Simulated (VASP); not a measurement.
# KCl in VASP: further runs, part 2 of 3

VASP 6.6.1. Earlier steps stand in the parts before.

## (3) Electric field gradients, PBEsol (equal xy, yz and zx shear strains of -1 %)

File INCAR:

```
PREC     = Accurate       # precision mode
ENCUT    = 520            # plane-wave cutoff, eV
EDIFF    = 1E-8           # SCF threshold, eV
ISMEAR   = -1             # smearing method
SIGMA    = 0.01           # smearing width, eV
LREAL    = False          # projectors in reciprocal space
LASPH    = True           # aspherical terms in the spheres
NELM     = 60             # most SCF steps
ALGO     = Normal         # electronic algorithm
ISIF     = 2              # what is computed and relaxed
LWAVE    = False          # write WAVECAR
LCHARG   = False          # write CHGCAR
GGA      = PS             # functional
LEFG     = True         
NBANDS   = 15             # bands
```

File KPOINTS:

```
regular mesh
0
Gamma
  7 7 7
```

File POSCAR:

```
KCl
1.0
    3.6340000000     -0.0181700000     -0.0181700000
   -0.0181700000      3.6340000000     -0.0181700000
   -0.0181700000     -0.0181700000      3.6340000000
K Cl
1 1
Direct
    0.0000000000      0.0000000000      0.0000000000
    0.5000000000      0.5000000000      0.5000000000
```

Potentials or basis: VASP PAW PBE potentials, release 64 (K_sv, Cl).

Started as:

```console
> cat potpaw_PBE.64/K_sv/POTCAR potpaw_PBE.64/Cl/POTCAR > POTCAR
> mpirun -np 1 vasp_std > vasp.out
```

OUTCAR:

```text
PREC = Accurate
   ENCUT = 520
   EDIFF = 1E-8
   ISMEAR = -1
   LREAL = False
   LASPH = True
   NELM = 60
   ISIF = 2
   GGA = PS

 ion  position               nearest neighbor table
   1  0.000  0.000  0.000-   2 3.12   2 3.12   2 3.16   2 3.16   2 3.16   2 3.16   2 3.16   2 3.16

   2  0.500  0.500  0.500-   1 3.12   1 3.12   1 3.16   1 3.16   1 3.16   1 3.16   1 3.16   1 3.16

  LATTYP: Found a trigonal (rhomboedric) cell.
 ALAT       =     3.6340908489
 COS(alpha) =    -0.0099745013

  Lattice vectors:

 A1 = (   3.6340000000,  -0.0181700000,  -0.0181700000)
 A2 = (  -0.0181700000,   3.6340000000,  -0.0181700000)
 A3 = (  -0.0181700000,  -0.0181700000,   3.6340000000)

Analysis of symmetry for initial positions (statically):
=====================================================================
 Subroutine PRICEL returns:
 Original cell was already a primitive cell.

 Routine SETGRP: Setting up the symmetry group for a
[... 623 lines left out ...]
     3.634000000 -0.018170000 -0.018170000     0.275192695  0.001382878  0.001382878
    -0.018170000  3.634000000 -0.018170000     0.001382878  0.275192695  0.001382878
    -0.018170000 -0.018170000  3.634000000     0.001382878  0.001382878  0.275192695

 POSITION                                       TOTAL-FORCE (eV/Angst)
 -----------------------------------------------------------------------------------
      0.00000      0.00000      0.00000         0.000000      0.000000     -0.000000
      1.79883      1.79883      1.79883        -0.000000     -0.000000      0.000000
 -----------------------------------------------------------------------------------
    total drift:                               -0.000000      0.000000      0.000000

  FREE ENERGIE OF THE ION-ELECTRON SYSTEM (eV)
  ---------------------------------------------------
  free  energy   TOTEN  =        -6.8837296116 eV

  energy  without entropy=       -6.8837296116  energy(sigma->0) =       -6.88372961

 Electric field gradients (V/A^2)
---------------------------------------------------------------------
 ion       V_xx      V_yy      V_zz      V_xy      V_xz      V_yz
---------------------------------------------------------------------
   1      -0.000    -0.000     0.000    -1.207    -1.207    -1.207
   2       0.000     0.000     0.000    -0.425    -0.425    -0.425
---------------------------------------------------------------------

 Electric field gradients after diagonalization (V/A^2)
 (convention: |V_zz| > |V_xx| > |V_yy|)
----------------------------------------------------------------------
 ion       V_xx      V_yy      V_zz     asymmetry (V_yy - V_xx)/ V_zz
----------------------------------------------------------------------
   1       1.207     1.207    -2.413       0.000
   2       0.425     0.425    -0.850       0.000
----------------------------------------------------------------------

           NMR quadrupolar parameters

 Cq : quadrupolar parameter    Cq=e*Q*V_zz/h
 eta: asymmetry parameters     (V_yy - V_xx)/ V_zz
 Q  : nuclear electric quadrupole moment in mb (millibarn)
----------------------------------------------------------------------
 ion       Cq(MHz)       eta       Q (mb)
----------------------------------------------------------------------
   1      -0.006       0.000       1.000
   2      -0.002       0.000       1.000
----------------------------------------------------------------------
```

OSZICAR:

```text
N       E                     dE             d eps       ncg     rms          rms(c)
DAV:   1     0.105238283784E+03    0.10524E+03   -0.73518E+03  1320   0.991E+02
DAV:   2    -0.163869708220E+01   -0.10688E+03   -0.98957E+02  1745   0.249E+02
DAV:   3    -0.697948630504E+01   -0.53408E+01   -0.53130E+01  1796   0.494E+01
DAV:   4    -0.712845109202E+01   -0.14896E+00   -0.14894E+00  1943   0.799E+00
DAV:   5    -0.712972400028E+01   -0.12729E-02   -0.12729E-02  1831   0.844E-01    0.364E+00
DAV:   6    -0.691158008143E+01    0.21814E+00   -0.21465E-01  1642   0.331E+00    0.306E+00
DAV:   7    -0.688293766990E+01    0.28642E-01   -0.71537E-02  1782   0.198E+00    0.174E+00
DAV:   8    -0.688365022369E+01   -0.71255E-03   -0.15460E-02  1803   0.972E-01    0.229E-01
DAV:   9    -0.688359135527E+01    0.58868E-04   -0.52784E-04  1763   0.156E-01    0.922E-02
DAV:  10    -0.688373257412E+01   -0.14122E-03   -0.19862E-04  1524   0.113E-01    0.315E-02
DAV:  11    -0.688372864485E+01    0.39293E-05   -0.15664E-05  1859   0.301E-02    0.118E-02
DAV:  12    -0.688372978620E+01   -0.11414E-05   -0.82528E-07  1500   0.701E-03    0.250E-03
DAV:  13    -0.688372965465E+01    0.13155E-06   -0.61626E-08  1727   0.201E-03    0.430E-04
DAV:  14    -0.688372959464E+01    0.60007E-07   -0.51981E-09  1432   0.658E-04    0.721E-05
DAV:  15    -0.688372960737E+01   -0.12728E-07   -0.94827E-10  1108   0.237E-04    0.931E-05
DAV:  16    -0.688372961163E+01   -0.42564E-08   -0.29196E-10   940   0.112E-04
   1 F= -.68837296E+01 E0= -.68837296E+01  d E =-.281358E-12
```

Run time: 24 s. Hardware: 1 thread of Intel Xeon Platinum 8488C (Sapphire Rapids), shared host; peak memory 0.17 GiB.

Results:

| Quantity | Value |
| --- | --- |
| Free energy | -6.8837 eV |
| Pressure | 2.4 GPa |
| Band gap on the k mesh | 5.40 eV, indirect (least direct gap 5.60 eV) |

Electric field gradients, principal values (V/Å²):
```
atom  least  middle  greatest (by size)
 1 K  1.207   1.207              -2.413
2 Cl  0.425   0.425              -0.850
```

Caveat: the cell differs from its parent crystal (equal xy, yz and zx shear strains of -1 %); without QUAD_EFG the Cq values of the log hold for a quadrupole moment of 1 mb, not for the nuclei; the PAW data sets were made with another functional, which shifts forces and pressure a little. A k mesh can miss the band edges.

## (4) Electric field gradients, PBEsol (equal xy, yz and zx shear strains of +1 %)

File INCAR:

```
SYSTEM = KCl
PREC     = Accurate       ! precision mode
ENCUT    = 520            ! plane-wave cutoff, eV
EDIFF    = 1E-8           ! SCF threshold, eV
ISMEAR   = -1             ! smearing method
SIGMA    = 0.01           ! smearing width, eV
LREAL    = .False.        ! projectors in reciprocal space
LASPH    = .True.         ! aspherical terms in the spheres
NELM     = 60             ! most SCF steps
ALGO     = Normal         ! electronic algorithm
ISIF     = 2              ! what is computed and relaxed
LWAVE    = .False.        ! write WAVECAR
LCHARG   = .False.        ! write CHGCAR
GGA      = PS             ! functional
LEFG     = .True.       
NBANDS   = 15             ! bands
```

File KPOINTS:

```
Automatic mesh
0
Gamma
  7 7 7
  0 0 0
```

File POSCAR:

```
KCl
1.0
    3.6340000000      0.0181700000      0.0181700000
    0.0181700000      3.6340000000      0.0181700000
    0.0181700000      0.0181700000      3.6340000000
K Cl
1 1
Direct
    0.0000000000      0.0000000000      0.0000000000
    0.5000000000      0.5000000000      0.5000000000
```

Potentials or basis: VASP PAW PBE potentials, release 64 (K_sv, Cl).

Started as:

```console
> cat potpaw_PBE.64/K_sv/POTCAR potpaw_PBE.64/Cl/POTCAR > POTCAR
> mpirun -np 1 vasp_std > vasp.out
```

OUTCAR:

```text
SYSTEM = KCl
   PREC = Accurate
   ENCUT = 520
   EDIFF = 1E-8
   ISMEAR = -1
   LREAL = .False.
   LASPH = .True.
   NELM = 60
   ISIF = 2
   GGA = PS

 ion  position               nearest neighbor table
   1  0.000  0.000  0.000-   2 3.14   2 3.14   2 3.14   2 3.14   2 3.14   2 3.14   2 3.18   2 3.18

   2  0.500  0.500  0.500-   1 3.14   1 3.14   1 3.14   1 3.14   1 3.14   1 3.14   1 3.18   1 3.18

  LATTYP: Found a trigonal (rhomboedric) cell.
 ALAT       =     3.6340908489
 COS(alpha) =     0.0100244988

  Lattice vectors:

 A1 = (   3.6340000000,   0.0181700000,   0.0181700000)
 A2 = (   0.0181700000,   3.6340000000,   0.0181700000)
 A3 = (   0.0181700000,   0.0181700000,   3.6340000000)

Analysis of symmetry for initial positions (statically):
=====================================================================
 Subroutine PRICEL returns:
 Original cell was already a primitive cell.

 Routine SETGRP: Setting up the symmetry group for a
 trigonal (rhombohedral) supercell.

 Subroutine GETGRP returns: Found 12 space group operations
 (whereof 12 operations were pure point group operations)
 out of a pool of 12 trial point group operations.

The static configuration has the point symmetry D_3d.

Analysis of symmetry for dynamics (positions and initial velocities):
=====================================================================
 Subroutine PRICEL returns:
 Original cell was already a primitive cell.

 Routine SETGRP: Setting up the symmetry group for a
 trigonal (rhombohedral) supercell.

[... 167 lines left out ...]
      8      -0.2353      2.00000
      9       5.3577      0.00000
     10       6.2112      0.00000
     11       6.2112      0.00000
     12      10.9880      0.00000
     13      10.9880      0.00000
     14      11.1007      0.00000
[... 401 lines left out ...]
      2     -12.7635      2.00000
      3     -11.2955      2.00000
      4     -11.1513      2.00000
      5     -11.0602      2.00000
      6      -1.7339      2.00000
      7      -1.1403      2.00000
      8      -0.4727      2.00000
      9       7.2691      0.00000
     10       8.2211      0.00000
     11       8.9049      0.00000
     12       9.5843      0.00000
     13      10.5007      0.00000
     14      10.8864      0.00000
     15      13.0933      0.00000

 [... further k-points ...]
[... 5 lines left out ...]
  --------------------------------------------------------------------------------------
  -------------------------------------------------------------------------------------
  Total        0.7155390      0.7155390      0.7155390     -0.0383648     -0.0383648     -0.0383648
  in kB       23.8902978     23.8902978     23.8902978     -1.2809189     -1.2809189     -1.2809189
  external PRESSURE =      23.8902978 kB  Pullay stress =       0.0000000 kB

 VOLUME and BASIS-vectors are now :
 -----------------------------------------------------------------------------
  energy-cutoff  :      520.00
  volume of cell :       47.99
      direct lattice vectors                 reciprocal lattice vectors
     3.634000000  0.018170000  0.018170000     0.275192557 -0.001369117 -0.001369117
     0.018170000  3.634000000  0.018170000    -0.001369117  0.275192557 -0.001369117
     0.018170000  0.018170000  3.634000000    -0.001369117 -0.001369117  0.275192557

 POSITION                                       TOTAL-FORCE (eV/Angst)
 -----------------------------------------------------------------------------------
      0.00000      0.00000      0.00000         0.000000     -0.000000     -0.000000
      1.83517      1.83517      1.83517        -0.000000      0.000000      0.000000
 -----------------------------------------------------------------------------------
    total drift:                               -0.000000      0.000000      0.000000

  FREE ENERGIE OF THE ION-ELECTRON SYSTEM (eV)
  ---------------------------------------------------
  free  energy   TOTEN  =        -6.8837959928 eV

  energy  without entropy=       -6.8837959928  energy(sigma->0) =       -6.88379599

 Electric field gradients (V/A^2)
---------------------------------------------------------------------
 ion       V_xx      V_yy      V_zz      V_xy      V_xz      V_yz
---------------------------------------------------------------------
   1      -0.000    -0.000    -0.000     1.133     1.133     1.133
   2       0.000     0.000    -0.000     0.343     0.343     0.343
---------------------------------------------------------------------

 Electric field gradients after diagonalization (V/A^2)
 (convention: |V_zz| > |V_xx| > |V_yy|)
----------------------------------------------------------------------
 ion       V_xx      V_yy      V_zz     asymmetry (V_yy - V_xx)/ V_zz
----------------------------------------------------------------------
   1      -1.133    -1.133     2.266       0.000
   2      -0.343    -0.343     0.686       0.000
----------------------------------------------------------------------

           NMR quadrupolar parameters

 Cq : quadrupolar parameter    Cq=e*Q*V_zz/h
 eta: asymmetry parameters     (V_yy - V_xx)/ V_zz
 Q  : nuclear electric quadrupole moment in mb (millibarn)
----------------------------------------------------------------------
 ion       Cq(MHz)       eta       Q (mb)
----------------------------------------------------------------------
   1       0.005       0.000       1.000
   2       0.002       0.000       1.000
----------------------------------------------------------------------
```

stdout:

```text
POSCAR found type information on POSCAR K Cl
 POSCAR found :  2 types and       2 ions
 scaLAPACK will be used
 -----------------------------------------------------------------------------
|                                                                             |
|                                                                             |
|     You enforced a specific xc type in the INCAR file but a different       |
|     I HOPE YOU KNOW WHAT YOU ARE DOING!                                     |
|                                                                             |
 -----------------------------------------------------------------------------

 LDA part: xc-table for (Slater+PW92), standard interpolation
 POSCAR, INCAR and KPOINTS ok, starting setup
 FFT: planning ... GRIDC
 FFT: planning ... GRID_SOFT
 FFT: planning ... GRID
 WAVECAR not read
 entering main loop
ion   1

ion   2
```

Run time: 22 s. Hardware: 1 thread of Intel Xeon Platinum 8488C (Sapphire Rapids), shared host; peak memory 0.17 GiB.

What came out:

```yaml
Free_energy: -6.8838 eV
Pressure: 2.4 GPa
Band_gap_on_the_k_mesh: 5.40 eV, indirect (least direct gap 5.59 eV)
```

Stress tensor (GPa, compression positive):
```
 2.39 -0.13 -0.13
-0.13  2.39 -0.13
-0.13 -0.13  2.39
```

Levels at points of the mesh, in eV from the valence-band top:
| k point | band 5 | band 6 | band 7 | band 8 | band 9 | band 10 | band 11 | band 12 |
| --- | --- | --- | --- | --- | --- | --- | --- | --- |
| (0.00, 0.00, 0.00) | -11.03 | -0.21 | -0.21 | -0.20 | 5.40 | 6.25 | 6.25 | 11.03 |

Electric field gradients, principal values (V/Å²):
| atom | least | middle | greatest (by size) |
| --- | --- | --- | --- |
| 1 K | -1.133 | -1.133 | 2.266 |
| 2 Cl | -0.343 | -0.343 | 0.686 |

Caveat: the cell differs from its parent crystal (equal xy, yz and zx shear strains of +1 %); without QUAD_EFG the Cq values of the log hold for a quadrupole moment of 1 mb, not for the nuclei; the PAW data sets were made with another functional, which shifts forces and pressure a little.

(Continued in part 3 of 3.)
